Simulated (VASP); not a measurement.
# Al3C (P6/mmm) in VASP: a series of runs

The runs below take Al3C through relaxation of cell and atoms, single point, with PBE.

All numbers are computed with VASP 6.6.1; they aren't measurements. Logs are shortened: lines on timing, memory, paths and dates and some standing lists are left out, and cuts for length are marked.

### Step 1. The cell of the first run

It takes space group P6/mmm (No. 191, hexagonal). The conventional cell has a = 4.482 Å, b = 4.482 Å, c = 3.725 Å, α = 90.00°, β = 90.00°, γ = 120.00°. Within 2.5 Å of Al (site symmetry 6/mmm) lie 2 C at 1.86 Å. Al (site symmetry -6m2) has 9 Al at 2.59 to 3.19 Å and 3 C at 2.59 Å within 3.4 Å. C (site symmetry 6/mmm) has 8 Al at 1.86 to 2.59 Å within 2.6 Å.

### Step 2. Relaxation of cell and atoms, PBE

Contents of INCAR:

```
PREC = Accurate
ENCUT = 600
EDIFF = 1E-7
ISMEAR = 0
SIGMA = 0.1
LREAL = False
LASPH = True
NELM = 120
ALGO = Normal
ISIF = 3
LWAVE = False
LCHARG = False
GGA = PE
IBRION = 2
NSW = 90
EDIFFG = -0.04
GGA_COMPAT = False
NELMIN = 4
```

Contents of KPOINTS:

```
Automatic mesh
0
Gamma
  6 6 6
```

Contents of POSCAR:

```
Al3C
1.0
    4.4816323574      0.0000000000      0.0000000000
   -2.2408161787      3.8812074719      0.0000000000
    0.0000000000      0.0000000000      3.7245160105
Al C
3 1
Direct
    0.0000000000      0.0000000000      0.5000000000
    0.3333333333      0.6666666667      0.0000000000
    0.6666666667      0.3333333333      0.0000000000
    0.0000000000      0.0000000000      0.0000000000
```

Potentials or basis: VASP PAW PBE potentials, release 64 (Al, C).

Run with:

```bash
$ cat potpaw_PBE.64/Al/POTCAR potpaw_PBE.64/C/POTCAR > POTCAR
$ mpirun -np 1 vasp_std > vasp.out
```

OUTCAR:

```text
PREC = Accurate
   ENCUT = 600
   EDIFF = 1E-7
   ISMEAR = 0
   LREAL = False
   LASPH = True
   NELM = 120
   ISIF = 3
   GGA = PE
   IBRION = 2
   NSW = 90
   EDIFFG = -0.04
   NELMIN = 4

 ion  position               nearest neighbor table
   1  0.000  0.000  0.500-   4 1.86   4 1.86   2 3.19   2 3.19   3 3.19   3 3.19   2 3.19   2 3.19
                             3 3.19   3 3.19   3 3.19   3 3.19   2 3.19   2 3.19
   2  0.333  0.667  0.000-   3 2.59   4 2.59   3 2.59   4 2.59   4 2.59   3 2.59   1 3.19   1 3.19
                             1 3.19   1 3.19   1 3.19   1 3.19
   3  0.667  0.333  0.000-   2 2.59   4 2.59   2 2.59   4 2.59   4 2.59   2 2.59   1 3.19   1 3.19
                             1 3.19   1 3.19   1 3.19   1 3.19
   4  0.000  0.000  0.000-   1 1.86   1 1.86   3 2.59   2 2.59   2 2.59   3 2.59   3 2.59   2 2.59

  LATTYP: Found a hexagonal cell.
 ALAT       =     4.4816323574
 C/A-ratio  =     0.8310623705

  Lattice vectors:

 A1 = (   4.4816323574,   0.0000000000,   0.0000000000)
 A2 = (  -2.2408161787,   3.8812074719,   0.0000000000)
 A3 = (   0.0000000000,   0.0000000000,   3.7245160105)

Analysis of symmetry for initial positions (statically):
=====================================================================
 Subroutine PRICEL returns:
 Original cell was already a primitive cell.

 Routine SETGRP: Setting up the symmetry group for a
 hexagonal supercell.

 Subroutine GETGRP returns: Found 24 space group operations
 (whereof 24 operations were pure point group operations)
 out of a pool of 24 trial point group operations.

The static configuration has the point symmetry D_6h.

Analysis of symmetry for dynamics (positions and initial velocities):
=====================================================================
 Subroutine PRICEL returns:
 Original cell was already a primitive cell.

 Routine SETGRP: Setting up the symmetry group for a
 hexagonal supercell.

 Subroutine GETGRP returns: Found 24 space group operations
 (whereof 24 operations were pure point group operations)
 out of a pool of 24 trial point group operations.

The dynamic configuration has the point symmetry D_6h.

 Subroutine INISYM returns: Found 24 space group operations
 (whereof 24 operations are pure point group operations),
 and found     1 'primitive' translations

----------------------------------------------------------------------------------------

                                     Primitive cell

  volume of cell :      64.7848

  direct lattice vectors                    reciprocal lattice vectors
     4.481632357  0.000000000  0.000000000     0.223132984  0.128825888  0.000000000
    -2.240816179  3.881207472  0.000000000     0.000000000  0.257651776  0.000000000
     0.000000000  0.000000000  3.724516010     0.000000000  0.000000000  0.268491261

  length of vectors
     4.481632357  4.481632357  3.724516010     0.257651776  0.257651776  0.268491261

  position of ions in fractional coordinates (direct lattice)
     0.000000000  0.000000000  0.500000000
     0.333333333  0.666666667  0.000000000
     0.666666667  0.333333333  0.000000000
     0.000000000  0.000000000  0.000000000

  ion indices of the primitive-cell ions
   primitive index   ion index
                 1           1
                 2           2
                 3           3
                 4           4

----------------------------------------------------------------------------------------

 KPOINTS: Automatic mesh

Automatic generation of k-mesh.
 Grid dimensions read from file:
 generate k-points for:    6    6    6

 Generating k-lattice:

  Cartesian coordinates                     Fractional coordinates (reciprocal lattice)
     0.037188831  0.021470981  0.000000000     0.166666667  0.000000000  0.000000000
     0.000000000  0.042941963  0.000000000     0.000000000  0.166666667  0.000000000
     0.000000000  0.000000000  0.044748543     0.000000000  0.000000000  0.166666667

  Length of vectors
     0.042941963  0.042941963  0.044748543

  Shift w.r.t. Gamma in fractional coordinates (k-lattice)
     0.000000000  0.000000000  0.000000000

 Subroutine IBZKPT returns following result:
 ===========================================

 Found     28 irreducible k-points:

 Following reciprocal coordinates:
            Coordinates               Weight
  0.000000  0.000000  0.000000      1.000000
  0.166667 -0.000000  0.000000      6.000000
  0.333333  0.000000  0.000000      6.000000
  0.500000  0.000000  0.000000      3.000000
  0.166667  0.166667  0.000000      6.000000
  0.333333  0.166667  0.000000     12.000000
[... 16 lines left out ...]
  0.166667 -0.000000  0.500000      6.000000
  0.333333  0.000000  0.500000      6.000000
 [... further k-points ...]
   k-points           NKPTS =     28   k-points in BZ     NKDIM =     28   number of bands    NBANDS=     10
   number of dos      NEDOS =    301   number of ions     NIONS =      4
   total plane-waves  NPLWV =  38880
   dimension x,y,z NGX =    36 NGY =   36 NGZ =   30
   dimension x,y,z NGXF=    72 NGYF=   72 NGZF=   60
   ions per type =               3   1
   NGX,Y,Z   is equivalent  to a cutoff of  13.35, 13.35, 13.39 a.u.
   NGXF,Y,Z  is equivalent  to a cutoff of  26.71, 26.71, 26.78 a.u.
 SYSTEM =  unknown system
   PREC   = accura    normal or accurate (medium, high low for compatibility)
   ISTART =      0    job   : 0-new  1-cont  2-samecut
   ICHARG =      2    charge: 1-file 2-atom 10-const
   ISPIN  =      1    spin polarized calculation?
   LNONCOLLINEAR =      F non collinear calculations
   LSORBIT =      F    spin-orbit coupling
   LASPH  =      T    aspherical Exc in radial PAW
   ENCUT  =  600.0 eV  44.10 Ry    6.64 a.u.   8.95  8.95  7.44*2*pi/ulx,y,z
   NELM   =    120;   NELMIN=  4; NELMDL= -5     # of ELM steps
   EDIFF  = 0.1E-06   stopping-criterion for ELM
   LREAL  =      F    real-space projection
   EDIFFG = -.4E-01   stopping-criterion for IOM
   NSW    =     90    number of steps for IOM
   IBRION =      2    ionic relax: 0-MD 1-quasi-New 2-CG
   NFREE  =      1    steps in history (QN), initial steepest desc. (CG)
   ISIF   =      3    stress and relaxation
   ISYM   =      2    0-nonsym 1-usesym 2-fastsym
   POTIM  = 0.5000    time-step for ionic-motion
   TEBEG  =    0.0;   TEEND  =   0.0 temperature during run
   PSTRESS=    0.0 pullay stress
   NELECT =      13.0000    total number of electrons
   NUPDOWN=      -1.0000    fix difference up-down
   EMIN   =  10.00;   EMAX   =-10.00  energy-range for DOS
   EFERMI =   0.00;   METHOD = LEGACY
   ISMEAR =     0;   SIGMA  =   0.10  broadening in eV -4-tet -1-fermi 0-gaus
   EFERMI_NEDOS =   21; number of points for ismear=-14 and -15
   IALGO  =     38    algorithm
   IMIX   =      4    mixing-type and parameters
     AMIX     =   0.40;   BMIX     =  1.00
     AMIX_MAG =   1.60;   BMIX_MAG =  1.00
  volume/ion in A,a.u.               =      16.20       109.30
  Fermi-wavevector in a.u.,A,eV,Ry     =   0.958440  1.811189 12.498413  0.918607
  Thomas-Fermi vector in A             =   2.087548
   LORBIT       =      0    0 simple, 1 ext, 2 COOP (PROOUT), +10 PAW based schemes
   GGA     = PE    functional components
   LHFCALC =     F    Hartree Fock is set to
   AEXX    =    0.0000 exact exchange contribution
   IVDW    =     0    specifies the selected vdW correction
   LEPSILON=     F    determine dielectric tensor
   LRPA    =     F    only Hartree local field effects (RPA)
 conjugate gradient relaxation of ions
 non-spin polarized calculation
 Gauss-broadening in eV      SIGMA  =   0.10
  energy-cutoff  :      600.00
  volume of cell :       64.78
 maximum number of plane-waves:      2179
 NGX is ok and might be reduce to    36
   NGX = 17   NGY = 17   NGZ = 15

--------------------------------------- Ionic step        1  -------------------------------------------

 number of electron      13.0000001 magnetization

 Free energy of the ion-electron system (eV)
  ---------------------------------------------------
  ext. energy  EPLUGINS =         0.00000000
  ---------------------------------------------------
  free energy    TOTEN  =       -16.99438694 eV

  energy without entropy =      -16.98958929  energy(sigma->0) =      -16.99198812

------------------------ aborting loop because EDIFF is reached ----------------------------------------

  FORCE on cell =-STRESS in cart. coord.  units (eV):
  Direction    XX          YY          ZZ          XY          YZ          ZX
  --------------------------------------------------------------------------------------
  -------------------------------------------------------------------------------------
  Total        0.0443396      0.0443396     -0.7709477      0.0000000      0.0000000      0.0000000
  in kB        1.0965521      1.0965521    -19.0661297      0.0000000      0.0000000      0.0000000
  external PRESSURE =      -5.6243418 kB  Pullay stress =       0.0000000 kB
[... 99 lines left out ...]
  energy  without entropy=      -16.9940607949  energy(sigma->0) =      -16.99563474

--------------------------------------- Ionic step        4  -------------------------------------------

 number of electron      13.0000000 magnetization

 Free energy of the ion-electron system (eV)
  ---------------------------------------------------
  ext. energy  EPLUGINS =         0.00000000
  ---------------------------------------------------
  free energy    TOTEN  =       -16.99768246 eV

  energy without entropy =      -16.99493006  energy(sigma->0) =      -16.99630626

 E-fermi :   6.5656     XC(G=0):  -9.8441

 val. band max:        6.4830549339   @ k =   0.1667  -0.0000   0.1667
 cond. band min:       6.6412321873   @ k =   0.0000   0.0000   0.5000
 fundamental gap:      0.1581772534
 Fermi energy:         6.5656433185

 k-point     1 :       0.0000    0.0000    0.0000
  band No.  band energies     occupation
      1      -6.5641      2.00000
      2       1.2126      2.00000
      3       2.0975      2.00000
      4       2.4666      2.00000
      5       2.4666      2.00000
      6       5.5020      2.00000
      7       5.5020      2.00000
      8       7.0649      0.00000
      9       7.3755      0.00000
     10       9.7453      0.00000
[... 287 lines left out ...]
 k-point    24 :       0.3333    0.0000    0.5000
  band No.  band energies     occupation
      1      -5.1962      2.00000
      2      -0.7691      2.00000
      3       0.1235      2.00000
      4       2.4947      2.00000
      5       3.6055      2.00000
      6       4.1885      2.00000
      7       6.7312      0.01921
      8       7.2457      0.00000
      9       7.5691      0.00000
     10       8.8299      0.00000

 [... further k-points ...]

------------------------ aborting loop because EDIFF is reached ----------------------------------------

  FORCE on cell =-STRESS in cart. coord.  units (eV):
  Direction    XX          YY          ZZ          XY          YZ          ZX
  --------------------------------------------------------------------------------------
  -------------------------------------------------------------------------------------
  Total        0.0658784      0.0658784      0.0203738      0.0000000     -0.0000000     -0.0000000
  in kB        1.6339358      1.6339358      0.5053172      0.0000000     -0.0000000     -0.0000000
  external PRESSURE =       1.2577296 kB  Pullay stress =       0.0000000 kB
[... 19 lines left out ...]
  FREE ENERGIE OF THE ION-ELECTRON SYSTEM (eV)
  ---------------------------------------------------
  free  energy   TOTEN  =       -16.9976824637 eV

  energy  without entropy=      -16.9949300627  energy(sigma->0) =      -16.99630626

 reached required accuracy - stopping structural energy minimisation
```

Run time: 21 s. Hardware: 1 thread of Intel Xeon 6975P-C (Granite Rapids), shared host; peak memory 0.19 GiB.

Results:

* Free energy: -16.9977 eV
* Relaxed volume: 16.15 Å³/atom
* Relaxed cell: a = 4.493 Å, b = 4.493 Å, c = 3.696 Å, α = 90.00°, β = 90.00°, γ = 120.00°
* Space group after relaxing (to 0.1 Å): P6/mmm (No. 191)
* Energy gained by relaxing: 0.8 meV/atom
* Ionic steps: 4
* Pressure after relaxing: 0.1 GPa
* Band gap on the k mesh: zero (an odd number of electrons rules out a gap without spin polarisation)

Step by step:
```
step  energy change (eV)  largest force (eV/Å)  pressure (GPa)  volume (Å³)
   1              0.0000                0.0000           -0.56        64.78
   2             -0.0025                0.0000            0.59        64.25
   3             -0.0028                0.0000            0.31        64.38
   4             -0.0033                0.0000            0.13        64.60
```

Final structure:
```
CELL_PARAMETERS angstrom
4.49263 0.00000 0.00000
-2.24631 3.89073 0.00000
0.00000 0.00000 3.69562
ATOMIC_POSITIONS crystal
Al 0.00000 0.00000 0.50000
Al 0.33333 0.66667 0.00000
Al 0.66667 0.33333 0.00000
C 0.00000 0.00000 0.00000
```

Levels at points of the mesh, in eV from the Fermi level:
| k point | band 2 | band 3 | band 4 | band 5 | band 6 | band 7 | band 8 | band 9 | band 10 |
| --- | --- | --- | --- | --- | --- | --- | --- | --- | --- |
| (0.00, 0.00, 0.00) | -5.35 | -4.47 | -4.10 | -4.10 | -1.06 | -1.06 | 0.50 | 0.81 | 3.18 |
| (0.50, 0.00, 0.00) | -8.23 | -5.13 | -4.18 | -4.17 | 0.99 | 1.11 | 2.37 | 2.60 | 4.09 |
| (0.00, 0.00, 0.50) | -7.94 | -3.88 | -3.35 | -3.35 | -1.24 | 0.08 | 0.08 | 1.93 | 1.93 |
| (0.50, 0.00, 0.50) | -7.05 | -6.94 | -4.24 | -3.55 | -2.60 | -0.18 | 0.45 | 2.13 | 3.28 |

(Part 1 of 2 ends here.)
